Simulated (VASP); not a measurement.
# Zn (Im-3m) in VASP: notebook

Runs on Zn. Level: PBE. Tasks: single point.

Everything below comes from runs of VASP 6.6.1. Logs are shortened: lines on timing, memory, paths and dates and some standing lists are left out, and cuts for length are marked.

### 1 The cell of the first run

Symmetry: Im-3m, No. 229, cubic system. The conventional cell has a = 3.163 Å, b = 3.163 Å, c = 3.163 Å, α = 90.00°, β = 90.00°, γ = 90.00°. Zn (site symmetry m-3m) has 14 Zn at 2.74 to 3.16 Å within 3.6 Å.

### 2 Single point, PBE (volume scaled by 1.03)

The input, INCAR:

```
ALGO = Normal ; EDIFF = 1E-6
ENCUT = 520 ; GGA = PE
ISIF = 2 ; ISMEAR = 0
LASPH = T ; LCHARG = F
LREAL = F ; LWAVE = F
NBANDS = 12 ; NELM = 60
PREC = Accurate ; SIGMA = 0.1
```

The input, KPOINTS:

```
k-points
0
Gamma
  18 18 18
```

The input, POSCAR:

```
Zn
1.0
   -1.5815039612      1.5815039612      1.5815039612
    1.5815039612     -1.5815039612      1.5815039612
    1.5815039612      1.5815039612     -1.5815039612
Zn
1
Direct
    0.0000000000      0.0000000000      0.0000000000
```

Potentials or basis: VASP PAW PBE potentials, release 64 (Zn).

Launch:

```bash
$ cat potpaw_PBE.64/Zn/POTCAR > POTCAR
$ mpirun -np 1 vasp_std > vasp.out
```

OUTCAR:

```text
EDIFF = 1E-6
   ENCUT = 520
   GGA = PE
   ISIF = 2
   ISMEAR = 0
   LASPH = T
   LREAL = F
   NELM = 60
   PREC = Accurate

 ion  position               nearest neighbor table
   1  0.000  0.000  0.000-

  LATTYP: Found a body centered cubic cell.
 ALAT       =     3.1630079224

  Lattice vectors:

 A1 = (  -1.5815039612,   1.5815039612,   1.5815039612)
 A2 = (   1.5815039612,  -1.5815039612,   1.5815039612)
 A3 = (   1.5815039612,   1.5815039612,  -1.5815039612)

Analysis of symmetry for initial positions (statically):
=====================================================================
 Subroutine PRICEL returns:
 Original cell was already a primitive cell.

 Routine SETGRP: Setting up the symmetry group for a
 body centered cubic supercell.

 Subroutine GETGRP returns: Found 48 space group operations
 (whereof 48 operations were pure point group operations)
 out of a pool of 48 trial point group operations.

The static configuration has the point symmetry O_h .

Analysis of symmetry for dynamics (positions and initial velocities):
=====================================================================
 Subroutine PRICEL returns:
 Original cell was already a primitive cell.

 Routine SETGRP: Setting up the symmetry group for a
 body centered cubic supercell.

 Subroutine GETGRP returns: Found 48 space group operations
 (whereof 48 operations were pure point group operations)
 out of a pool of 48 trial point group operations.

The dynamic configuration has the point symmetry O_h .

 Subroutine INISYM returns: Found 48 space group operations
 (whereof 48 operations are pure point group operations),
 and found     1 'primitive' translations

----------------------------------------------------------------------------------------

                                     Primitive cell

  volume of cell :      15.8223

  direct lattice vectors                    reciprocal lattice vectors
    -1.581503961  1.581503961  1.581503961     0.000000000  0.316154757  0.316154757
     1.581503961 -1.581503961  1.581503961     0.316154757  0.000000000  0.316154757
     1.581503961  1.581503961 -1.581503961     0.316154757  0.316154757  0.000000000

  length of vectors
     2.739245213  2.739245213  2.739245213     0.447110345  0.447110345  0.447110345

  position of ions in fractional coordinates (direct lattice)
     0.000000000  0.000000000  0.000000000

  ion indices of the primitive-cell ions
   primitive index   ion index
                 1           1

----------------------------------------------------------------------------------------

 KPOINTS: k-points

Automatic generation of k-mesh.
 Grid dimensions read from file:
 generate k-points for:   18   18   18

 Generating k-lattice:

  Cartesian coordinates                     Fractional coordinates (reciprocal lattice)
     0.000000000  0.017564153  0.017564153     0.055555556  0.000000000  0.000000000
     0.017564153  0.000000000  0.017564153     0.000000000  0.055555556  0.000000000
     0.017564153  0.017564153  0.000000000     0.000000000  0.000000000  0.055555556

  Length of vectors
     0.024839464  0.024839464  0.024839464

  Shift w.r.t. Gamma in fractional coordinates (k-lattice)
     0.000000000  0.000000000  0.000000000

 Subroutine IBZKPT returns following result:
 ===========================================

 Found    195 irreducible k-points:

 Following reciprocal coordinates:
            Coordinates               Weight
  0.000000  0.000000  0.000000      1.000000
  0.055556  0.000000  0.000000     12.000000
  0.111111  0.000000  0.000000     12.000000
  0.166667  0.000000  0.000000     12.000000
  0.222222  0.000000  0.000000     12.000000
  0.277778  0.000000  0.000000     12.000000
[... 16 lines left out ...]
  0.333333  0.111111  0.000000     48.000000
  0.388889  0.111111  0.000000     48.000000
 [... further k-points ...]
   k-points           NKPTS =    195   k-points in BZ     NKDIM =    195   number of bands    NBANDS=     12
   number of dos      NEDOS =    301   number of ions     NIONS =      1
   total plane-waves  NPLWV =   8000
   dimension x,y,z NGX =    20 NGY =   20 NGZ =   20
   dimension x,y,z NGXF=    40 NGYF=   40 NGZF=   40
   ions per type =               1
   NGX,Y,Z   is equivalent  to a cutoff of  12.14, 12.14, 12.14 a.u.
   NGXF,Y,Z  is equivalent  to a cutoff of  24.28, 24.28, 24.28 a.u.
 SYSTEM =  unknown system
   PREC   = accura    normal or accurate (medium, high low for compatibility)
   ISTART =      0    job   : 0-new  1-cont  2-samecut
   ICHARG =      2    charge: 1-file 2-atom 10-const
   ISPIN  =      1    spin polarized calculation?
   LNONCOLLINEAR =      F non collinear calculations
   LSORBIT =      F    spin-orbit coupling
   LASPH  =      T    aspherical Exc in radial PAW
   ENCUT  =  520.0 eV  38.22 Ry    6.18 a.u.   5.09  5.09  5.09*2*pi/ulx,y,z
   NELM   =     60;   NELMIN=  2; NELMDL= -5     # of ELM steps
   EDIFF  = 0.1E-05   stopping-criterion for ELM
   LREAL  =      F    real-space projection
   EDIFFG = 0.1E-04   stopping-criterion for IOM
   NSW    =      0    number of steps for IOM
   IBRION =     -1    ionic relax: 0-MD 1-quasi-New 2-CG
   NFREE  =      0    steps in history (QN), initial steepest desc. (CG)
   ISIF   =      2    stress and relaxation
   ISYM   =      2    0-nonsym 1-usesym 2-fastsym
   POTIM  = 0.5000    time-step for ionic-motion
   TEBEG  =    0.0;   TEEND  =   0.0 temperature during run
   PSTRESS=    0.0 pullay stress
   NELECT =      12.0000    total number of electrons
   NUPDOWN=      -1.0000    fix difference up-down
   EMIN   =  10.00;   EMAX   =-10.00  energy-range for DOS
   EFERMI =   0.00;   METHOD = LEGACY
   ISMEAR =     0;   SIGMA  =   0.10  broadening in eV -4-tet -1-fermi 0-gaus
   EFERMI_NEDOS =   21; number of points for ismear=-14 and -15
   IALGO  =     38    algorithm
   IMIX   =      4    mixing-type and parameters
     AMIX     =   0.40;   BMIX     =  1.00
     AMIX_MAG =   1.60;   BMIX_MAG =  1.00
  volume/ion in A,a.u.               =      15.82       106.77
  Fermi-wavevector in a.u.,A,eV,Ry     =   1.492949  2.821264 30.325980  2.228897
  Thomas-Fermi vector in A             =   2.605412
   LORBIT       =      0    0 simple, 1 ext, 2 COOP (PROOUT), +10 PAW based schemes
   GGA     = PE    functional components
   LHFCALC =     F    Hartree Fock is set to
   AEXX    =    0.0000 exact exchange contribution
   IVDW    =     0    specifies the selected vdW correction
   LEPSILON=     F    determine dielectric tensor
   LRPA    =     F    only Hartree local field effects (RPA)
 non-spin polarized calculation
 Gauss-broadening in eV      SIGMA  =   0.10
  energy-cutoff  :      520.00
  volume of cell :       15.82
 maximum number of plane-waves:       440
   NGX = 11   NGY = 11   NGZ = 11

 number of electron      12.0000007 magnetization

 Free energy of the ion-electron system (eV)
  ---------------------------------------------------
  ext. energy  EPLUGINS =         0.00000000
  ---------------------------------------------------
  free energy    TOTEN  =        -1.02141634 eV

  energy without entropy =       -1.02001349  energy(sigma->0) =       -1.02071491

 E-fermi :   2.8900     XC(G=0): -11.3608

 val. band max:        2.8480010220   @ k =   0.3333   0.2222   0.1111
 cond. band min:       2.9217202173   @ k =   0.2778   0.2778   0.1111
 fundamental gap:      0.0737191953
 Fermi energy:         2.8900188621

 k-point     1 :       0.0000    0.0000    0.0000
  band No.  band energies     occupation
      1      -7.2276      2.00000
      2      -4.7712      2.00000
      3      -4.7712      2.00000
      4      -4.7712      2.00000
      5      -4.2955      2.00000
      6      -4.2955      2.00000
      7      21.4950      0.00000
      8      21.4950      0.00000
      9      21.4950      0.00000
     10      23.4253      0.00000
     11      23.4253      0.00000
     12      23.4253      0.00000

 k-point     2 :       0.0556    0.0000    0.0000
  band No.  band energies     occupation
      1      -7.1318      2.00000
      2      -4.7799      2.00000
      3      -4.7691      2.00000
      4      -4.7493      2.00000
      5      -4.3038      2.00000
      6      -4.2950      2.00000
      7      20.1454      0.00000
      8      20.7737      0.00000
      9      21.0961      0.00000
     10      22.4028      0.00000
     11      22.6207      0.00000
     12      23.1644      0.00000

 k-point     3 :       0.1111    0.0000    0.0000
  band No.  band energies     occupation
      1      -6.8484      2.00000
      2      -4.8048      2.00000
      3      -4.7614      2.00000
      4      -4.6857      2.00000
      5      -4.3246      2.00000
      6      -4.2934      2.00000
      7      17.4832      0.00000
      8      19.4716      0.00000
      9      20.0933      0.00000
     10      21.5330      0.00000
     11      21.6864      0.00000
     12      23.2411      0.00000
[... 286 lines left out ...]
 k-point    23 :       0.3333    0.1111    0.0000
  band No.  band energies     occupation
      1      -5.2539      2.00000
      2      -4.9978      2.00000
      3      -4.3671      2.00000
      4      -4.3251      2.00000
      5      -4.1668      2.00000
      6      -1.7060      2.00000
      7       5.3391      0.00000
      8      11.8413      0.00000
      9      14.8578      0.00000
     10      19.7479      0.00000
     11      22.5343      0.00000
     12      25.8072      0.00000

 k-point    24 :       0.3889    0.1111    0.0000
  band No.  band energies     occupation
      1      -5.2800      2.00000
      2      -5.0209      2.00000
      3      -4.3426      2.00000
      4      -4.3164      2.00000
      5      -4.0959      2.00000
      6      -0.3181      2.00000
      7       3.3804      0.00000
      8      11.5267      0.00000
      9      14.5521      0.00000
     10      19.5457      0.00000
     11      22.3825      0.00000
     12      27.0380      0.00000

 [... further k-points ...]
[... 5 lines left out ...]
  --------------------------------------------------------------------------------------
  -------------------------------------------------------------------------------------
  Total       -0.1475239     -0.1475239     -0.1475239      0.0000000      0.0000000     -0.0000000
  in kB      -14.9383350    -14.9383350    -14.9383350      0.0000000      0.0000000     -0.0000000
  external PRESSURE =     -14.9383350 kB  Pullay stress =       0.0000000 kB

 VOLUME and BASIS-vectors are now :
 -----------------------------------------------------------------------------
  energy-cutoff  :      520.00
  volume of cell :       15.82
      direct lattice vectors                 reciprocal lattice vectors
    -1.581503961  1.581503961  1.581503961     0.000000000  0.316154757  0.316154757
     1.581503961 -1.581503961  1.581503961     0.316154757  0.000000000  0.316154757
     1.581503961  1.581503961 -1.581503961     0.316154757  0.316154757  0.000000000

 POSITION                                       TOTAL-FORCE (eV/Angst)
 -----------------------------------------------------------------------------------
      0.00000      0.00000      0.00000         0.000000     -0.000000      0.000000
 -----------------------------------------------------------------------------------
    total drift:                                0.000000      0.000000      0.000000

  FREE ENERGIE OF THE ION-ELECTRON SYSTEM (eV)
  ---------------------------------------------------
  free  energy   TOTEN  =        -1.0214163377 eV

  energy  without entropy=       -1.0200134912  energy(sigma->0) =       -1.02071491
```

It took 14 s on 1 thread of Intel Xeon 6975P-C, shared host; peak memory 0.15 GiB.

What came out:

| Quantity | Value |
| --- | --- |
| Free energy | -1.0214 eV |
| Pressure | -1.5 GPa |
| Band gap on the k mesh | zero (band 6 reaches 7.06 eV, above the bottom of band 7 at 1.88 eV) |

Levels at points of the mesh, in eV from the Fermi level:
| k point | band 3 | band 4 | band 5 | band 6 | band 7 | band 8 | band 9 | band 10 |
| --- | --- | --- | --- | --- | --- | --- | --- | --- |
| (0.00, 0.00, 0.00) | -7.66 | -7.66 | -7.19 | -7.19 | 18.60 | 18.60 | 18.60 | 20.54 |
| (0.50, 0.00, 0.00) | -7.21 | -7.16 | -6.87 | -2.52 | -1.01 | 11.11 | 12.53 | 15.09 |
| (0.50, 0.50, 0.50) | -6.94 | -6.94 | -6.94 | 4.17 | 4.17 | 4.17 | 7.20 | 8.48 |

[end of part 1 of 2]
